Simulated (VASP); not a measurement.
Wanted: the native input for a VASP 6.6.1 run.

* Task: single point
* Functional: PBE
* Potentials or basis: VASP PAW PBE potentials, release 64 (Cs_sv)
* Cutoff: 520 eV
* k mesh: 4 × 4 × 4
* Occupations: gaussian, width 0.1 eV
* Spin: no spin polarisation
* Dipole correction: no
* Further INCAR settings: ALGO = Normal; EDIFF = 1e-06; NBANDS = 10

The structure of Cs lies in POSCAR:

```
Cs
1.0
    5.0390102000      0.0000000000      0.0000000000
    0.0000000000      5.0390102000      0.0000000000
    0.0000000000      0.0000000000      5.0390102000
Cs
1
Direct
    0.5000000000      0.5000000000      0.5000000000
```

The cell was built from a structure type or drawn by symmetry, and may not be a known phase.

One way to write it, as run:

INCAR

```
SYSTEM = Cs
ALGO = Normal
EDIFF = 1E-6
ENCUT = 520
GGA = PE
ISIF = 2
ISMEAR = 0
LASPH = .TRUE.
LCHARG = .TRUE.
LELF = .TRUE.
LREAL = .FALSE.
LVHAR = .TRUE.
LWAVE = .FALSE.
NBANDS = 10
NELM = 60
PREC = Accurate
SIGMA = 0.1
```

KPOINTS

```
k-points
0
G
  4 4 4
  0 0 0
```

Potentials or basis: VASP PAW PBE potentials, release 64 (Cs_sv).

Launch:

```bash
$ cat potpaw_PBE.64/Cs_sv/POTCAR > POTCAR
$ mpirun -np 1 vasp_std > vasp.out
```

Results of the run:

| Item | Value |
| --- | --- |
| Pressure | 0.0 GPa |
| Band gap on the k mesh | zero (an odd number of electrons rules out a gap without spin polarisation) |

Caveat: spin-orbit coupling is left out, which moves the levels of the heavy elements.

It took 14 s on 1 thread of Intel(R) Xeon(R) 6975P-C (Granite Rapids), on a shared host, peak memory 0.23 GiB.
